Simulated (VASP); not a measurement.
A run of VASP 6.6.1 is set up as follows.

File INCAR:

```
SYSTEM = TiO2
PREC     = Accurate       ! precision mode
ENCUT    = 520            ! plane-wave cutoff, eV
EDIFF    = 1E-6           ! SCF threshold, eV
ISMEAR   = -1             ! smearing method
SIGMA    = 0.36           ! smearing width, eV
LREAL    = .FALSE.        ! projectors in reciprocal space
LASPH    = .TRUE.         ! aspherical terms in the spheres
NELM     = 80             ! most SCF steps
ALGO     = Normal         ! electronic algorithm
ISIF     = 2              ! what is computed and relaxed
LWAVE    = .FALSE.        ! write WAVECAR
LCHARG   = .FALSE.        ! write CHGCAR
GGA      = PE             ! functional
IVDW     = 12             ! dispersion correction
NBANDS   = 60             ! bands
```

File KPOINTS:

```
Automatic mesh
0
G
  3 3 1
  0 0 0
```

File POSCAR:

```
TiO2
1.0
    3.9368860000      0.0000000000      0.0000000000
    0.0000000000      3.9368860000      0.0000000000
    0.0000000000      0.0000000000      9.9316390000
Ti O
4 8
Direct
   -0.1947732294     -0.3100165969     -0.0380098391
    0.0578883920      0.3104230095      0.1953051254
    0.5078379206      0.3363826131      0.4580714220
    0.4353186757     -0.1243876505      0.7150179341
    0.0788948423     -0.2778592014      0.1876930887
    0.0811047107      0.4165982962      0.4433709280
   -0.0728240543      0.3024471626      0.0219500528
   -0.0948973376     -0.1554020106      0.7938367474
    0.4485270846      0.4019928441      0.6785385574
    0.3448664757     -0.1034828034      0.9520885727
    0.5348643573     -0.0858800585      0.5380078756
    0.6134797909      0.3055206577      0.2518013391
```

Potentials or basis: VASP PAW PBE potentials, release 64 (Ti_sv, O).

Launch:

```sh
$ cat potpaw_PBE.64/Ti_sv/POTCAR potpaw_PBE.64/O/POTCAR > POTCAR
$ mpirun -np 1 vasp_std > vasp.out
```

Q: What does it give for the largest force?

A: 5.777 eV/Å.

Q: Estimate the pressure.

A: -2.1 GPa.

Q: Estimate the band gap on the k mesh.

A: 2.29 eV, indirect (least direct gap 2.53 eV).

Q: What does it give for the dispersion energy per atom?

A: -0.199 eV.

Stress tensor (GPa, compression positive):
```
-11.29   0.73   4.02
  0.73   4.10  -2.44
  4.02  -2.44   0.84
```

Caveat: the k points lie up to 0.63 Å⁻¹ apart; forces of over 1 eV/Å act on the atoms, so gaps and moduli don't describe the material at rest. A k mesh can miss the band edges.
